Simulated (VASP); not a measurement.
## K2S: single point with r2SCAN

K2S:

```
CELL_PARAMETERS angstrom
3.38189 3.38189 0.00000
-3.38189 3.38189 0.00000
0.00000 3.38189 3.38189
ATOMIC_POSITIONS crystal
K 0.25000 0.75000 0.50000
K 0.75000 0.25000 0.50000
S 0.00000 0.00000 0.00000
```

```
Program                : VASP 6.6.1
Task                   : single point
Functional             : r2SCAN
Potentials or basis    : VASP PAW PBE potentials, release 64 (K_sv, S)
Cutoff                 : 550 eV
k mesh                 : 6 × 6 × 6
Occupations            : gaussian, width 0.01 eV
Spin                   : no spin polarisation
Dipole correction      : no
Further INCAR settings : ALGO = Normal; EDIFF = 1e-06; NBANDS = 19
```

| Item | Value |
| --- | --- |
| Pressure | 10.2 GPa |
| Band gap on the k mesh | 3.45 eV (least direct gap 3.65 eV) |

Levels at points of the mesh, in eV from the valence-band top:
```csv
k point,band 9,band 10,band 11,band 12,band 13,band 14,band 15,band 16
"(0.00, 0.00, 0.00)",-10.38,-0.57,-0.57,-0.57,3.45,5.80,5.80,8.95
"(0.50, 0.00, 0.00)",-9.79,-0.76,-0.25,-0.25,5.33,6.52,6.52,6.96
"(0.50, 0.50, 0.00)",-9.72,-1.06,0.00,0.00,3.65,6.30,7.37,8.62
```

Run time: 93 s on 1 thread of AMD EPYC 9R45 96-Core Processor (Zen 5), with other jobs on the host, peak memory 0.22 GiB.

Caveat: the cell stands under pressure; the PAW data sets were made with another functional, which shifts forces and pressure a little. A k mesh can miss the band edges.
